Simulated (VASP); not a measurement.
# HfAlB4 (P6/mmm) in VASP: a series of runs, part 3 of 3

VASP 6.6.1.

## Step 4: Single point, PBE

Input file INCAR:

```
PREC     = Accurate       # precision mode
ENCUT    = 520            # plane-wave cutoff, eV
EDIFF    = 1E-6           # SCF threshold, eV
ISMEAR   = 0              # smearing method
SIGMA    = 0.1            # smearing width, eV
LREAL    = F              # projectors in reciprocal space
LASPH    = T              # aspherical terms in the spheres
NELM     = 100            # most SCF steps
ALGO     = Normal         # electronic algorithm
ISIF     = 2              # what is computed and relaxed
LWAVE    = F              # write WAVECAR
LCHARG   = F              # write CHGCAR
GGA      = PE             # functional
NBANDS   = 22             # bands
```

Input file KPOINTS:

```
regular mesh
0
Gamma
  6 6 4
```

Input file POSCAR:

```
HfAlB4
1.0
    3.0532410033      0.0000000030      0.0000000000
   -1.5266205042      2.6441842712      0.0000000000
    0.0000000000      0.0000000000      6.9120758195
Hf Al B
1 1 4
Direct
    0.0000000000      0.0000000000      0.0000000000
    0.0000000000      0.0000000000      0.5000000000
    0.3333333333      0.6666666667      0.2644780550
    0.3333333333      0.6666666667      0.7355219450
    0.6666666667      0.3333333333      0.2644780550
    0.6666666667      0.3333333333      0.7355219450
```

Potentials or basis: VASP PAW PBE potentials, release 64 (Hf_pv, Al, B).

Launch:

```console
$ cat potpaw_PBE.64/Hf_pv/POTCAR potpaw_PBE.64/Al/POTCAR potpaw_PBE.64/B/POTCAR > POTCAR
$ mpirun -np 1 vasp_std > vasp.out
```

OUTCAR:

```text
PREC = Accurate
   ENCUT = 520
   EDIFF = 1E-6
   ISMEAR = 0
   LREAL = F
   LASPH = T
   NELM = 100
   ISIF = 2
   GGA = PE

 ion  position               nearest neighbor table
   1  0.000  0.000  0.000-   3 2.54   4 2.54   5 2.54   6 2.54   3 2.54   4 2.54   5 2.54   6 2.54
                             5 2.54   6 2.54   3 2.54   4 2.54   2 3.46   2 3.46
   2  0.000  0.000  0.500-   3 2.40   4 2.40   5 2.40   6 2.40   3 2.40   4 2.40   5 2.40   6 2.40
                             5 2.40   6 2.40   3 2.40   4 2.40   1 3.46   1 3.46
   3  0.333  0.667  0.264-   5 1.76   5 1.76   5 1.76   2 2.40   2 2.40   2 2.40   1 2.54   1 2.54
                             1 2.54
   4  0.333  0.667  0.736-   6 1.76   6 1.76   6 1.76   2 2.40   2 2.40   2 2.40   1 2.54   1 2.54
                             1 2.54
   5  0.667  0.333  0.264-   3 1.76   3 1.76   3 1.76   2 2.40   2 2.40   2 2.40   1 2.54   1 2.54
                             1 2.54
   6  0.667  0.333  0.736-   4 1.76   4 1.76   4 1.76   2 2.40   2 2.40   2 2.40   1 2.54   1 2.54
                             1 2.54

  LATTYP: Found a hexagonal cell.
 ALAT       =     3.0532410033
 C/A-ratio  =     2.2638487470

  Lattice vectors:

 A1 = (   3.0532410033,   0.0000000030,   0.0000000000)
 A2 = (  -1.5266205042,   2.6441842712,   0.0000000000)
 A3 = (   0.0000000000,   0.0000000000,   6.9120758195)

Analysis of symmetry for initial positions (statically):
=====================================================================
 Subroutine PRICEL returns:
 Original cell was already a primitive cell.

 Routine SETGRP: Setting up the symmetry group for a
 hexagonal supercell.

 Subroutine GETGRP returns: Found 24 space group operations
 (whereof 24 operations were pure point group operations)
 out of a pool of 24 trial point group operations.

The static configuration has the point symmetry D_6h.

Analysis of symmetry for dynamics (positions and initial velocities):
=====================================================================
 Subroutine PRICEL returns:
 Original cell was already a primitive cell.
[... 135 lines left out ...]
  Thomas-Fermi vector in A             =   2.386553
   LORBIT       =      0    0 simple, 1 ext, 2 COOP (PROOUT), +10 PAW based schemes
   GGA     = PE    functional components
   LHFCALC =     F    Hartree Fock is set to
   AEXX    =    0.0000 exact exchange contribution
   IVDW    =     0    specifies the selected vdW correction
   LEPSILON=     F    determine dielectric tensor
   LRPA    =     F    only Hartree local field effects (RPA)
 non-spin polarized calculation
 Gauss-broadening in eV      SIGMA  =   0.10
  energy-cutoff  :      520.00
  volume of cell :       55.80
 maximum number of plane-waves:      1526
 NGX is ok and might be reduce to    24
   NGX = 11   NGY = 11   NGZ = 25

 number of electron      25.0000003 magnetization

 Free energy of the ion-electron system (eV)
  ---------------------------------------------------
  ext. energy  EPLUGINS =         0.00000000
  ---------------------------------------------------
  free energy    TOTEN  =       -43.18388779 eV

  energy without entropy =      -43.17478788  energy(sigma->0) =      -43.17933784

 E-fermi :   8.3534     XC(G=0): -12.1740

 val. band max:        8.3531409004   @ k =   0.3333  -0.0000   0.0000
 cond. band min:       8.3849550320   @ k =   0.3333  -0.0000   0.2500
 fundamental gap:      0.0318141317
 Fermi energy:         8.3533799217

 k-point     1 :       0.0000    0.0000    0.0000
  band No.  band energies     occupation
      1     -22.2307      2.00000
      2     -21.4741      2.00000
      3     -21.4741      2.00000
      4      -6.1801      2.00000
      5      -3.9640      2.00000
      6      -0.9327      2.00000
[... 514 lines left out ...]
     21      17.8658      0.00000
     22      17.8658      0.00000

------------------------ aborting loop because EDIFF is reached ----------------------------------------

  FORCE on cell =-STRESS in cart. coord.  units (eV):
  Direction    XX          YY          ZZ          XY          YZ          ZX
  --------------------------------------------------------------------------------------
  -------------------------------------------------------------------------------------
  Total       -0.1036112     -0.1036112     -0.1328464     -0.0000000     -0.0000000      0.0000000
  in kB       -2.9747889     -2.9747889     -3.8141616     -0.0000000     -0.0000000      0.0000000
  external PRESSURE =      -3.2545798 kB  Pullay stress =       0.0000000 kB

 VOLUME and BASIS-vectors are now :
 -----------------------------------------------------------------------------
  energy-cutoff  :      520.00
  volume of cell :       55.80
      direct lattice vectors                 reciprocal lattice vectors
     3.053241003  0.000000003  0.000000000     0.327520821  0.189094234  0.000000000
    -1.526620504  2.644184271  0.000000000    -0.000000000  0.378188468  0.000000000
     0.000000000  0.000000000  6.912075820     0.000000000  0.000000000  0.144674339

 POSITION                                       TOTAL-FORCE (eV/Angst)
 -----------------------------------------------------------------------------------
      0.00000      0.00000      0.00000         0.000000      0.000000     -0.000000
      0.00000      0.00000      3.45604         0.000000      0.000000     -0.000000
     -0.00000      1.76279      1.82809         0.000000      0.000000     -0.008904
     -0.00000      1.76279      5.08398        -0.000000     -0.000000      0.008904
      1.52662      0.88139      1.82809        -0.000000      0.000000     -0.008904
      1.52662      0.88139      5.08398        -0.000000     -0.000000      0.008904
 -----------------------------------------------------------------------------------
    total drift:                                0.000000      0.000000      0.000000

  FREE ENERGIE OF THE ION-ELECTRON SYSTEM (eV)
  ---------------------------------------------------
  free  energy   TOTEN  =       -43.1838877944 eV

  energy  without entropy=      -43.1747878827  energy(sigma->0) =      -43.17933784
```

OSZICAR:

```text
N       E                     dE             d eps       ncg     rms          rms(c)
DAV:   1     0.584182292875E+02    0.58418E+02   -0.11722E+04   924   0.103E+03
DAV:   2    -0.436698409138E+02   -0.10209E+03   -0.98177E+02  1120   0.233E+02
DAV:   3    -0.473227331137E+02   -0.36529E+01   -0.36233E+01  1288   0.349E+01
DAV:   4    -0.473456293184E+02   -0.22896E-01   -0.22874E-01  1112   0.299E+00
DAV:   5    -0.473458500078E+02   -0.22069E-03   -0.22068E-03  1252   0.300E-01    0.503E+01
DAV:   6    -0.435383447347E+02    0.38075E+01   -0.72014E+00  1130   0.125E+01    0.376E+01
DAV:   7    -0.433959097656E+02    0.14243E+00   -0.41150E+00  1062   0.988E+00    0.580E+00
DAV:   8    -0.431925800066E+02    0.20333E+00   -0.76679E-01  1050   0.453E+00    0.303E+00
DAV:   9    -0.431850295322E+02    0.75505E-02   -0.10077E-01  1130   0.154E+00    0.513E-01
DAV:  10    -0.431841865866E+02    0.84295E-03   -0.11676E-02  1156   0.531E-01    0.320E-01
DAV:  11    -0.431838863369E+02    0.30025E-03   -0.10014E-03  1184   0.162E-01    0.930E-02
DAV:  12    -0.431838908848E+02   -0.45479E-05   -0.97466E-05  1140   0.518E-02    0.694E-02
DAV:  13    -0.431838879839E+02    0.29009E-05   -0.15150E-05  1130   0.204E-02    0.195E-02
DAV:  14    -0.431838877944E+02    0.18950E-06   -0.12028E-06   776   0.615E-03
   1 F= -.43183888E+02 E0= -.43179338E+02  d E =-.909991E-02
```

It took 14 s on 1 thread of Intel Xeon Platinum 8559C (Emerald Rapids), shared host; peak memory 0.18 GiB.

What came out:

* Free energy: -43.1839 eV
* Pressure: -0.3 GPa
* Largest force: 0.009 eV/Å

Forces on the atoms (eV/Å):
```
Hf   0.000  0.000  0.000
Al   0.000  0.000  0.000
B    0.000  0.000 -0.009
B    0.000  0.000  0.009
B    0.000  0.000 -0.009
B    0.000  0.000  0.009
```

Stress tensor (GPa, compression positive):
```
-0.30  0.00  0.00
 0.00 -0.30  0.00
 0.00  0.00 -0.38
```

Caveat: the k points lie up to 0.40 Å⁻¹ apart; spin-orbit coupling is left out, which moves the levels of the heavy elements.

## Step 5: Summary

```csv
task,cell,k mesh,cutoff (eV),gap on the mesh (eV),pressure (GPa),largest force (eV/Å)
single point,"a = 3.053, b = 3.053, c = 6.918 Å, angles 90.0, 90.0, 120.0°, 6 atoms",15 × 15 × 6,520,none,-0.3,0.01
relaxation of cell and atoms,"relaxed from a = 3.053, b = 3.053, c = 6.912 Å, angles 90.0, 90.0, 120.0°, 6 atoms",15 × 15 × 6,600,none,0.0,0.01
single point,"a = 3.053, b = 3.053, c = 6.912 Å, angles 90.0, 90.0, 120.0°, 6 atoms",6 × 6 × 4,520,none,-0.3,0.01
```

Alike in all rows: level PBE; potentials or basis VASP PAW PBE potentials, release 64 (Hf_pv, Al, B); no spin polarisation; smearing gaussian 0.1 eV.

Caveats: some runs use coarse meshes; spin-orbit coupling is left out, which moves the levels of the heavy elements.

Absolute energies hang on the potentials; compare differences alone.
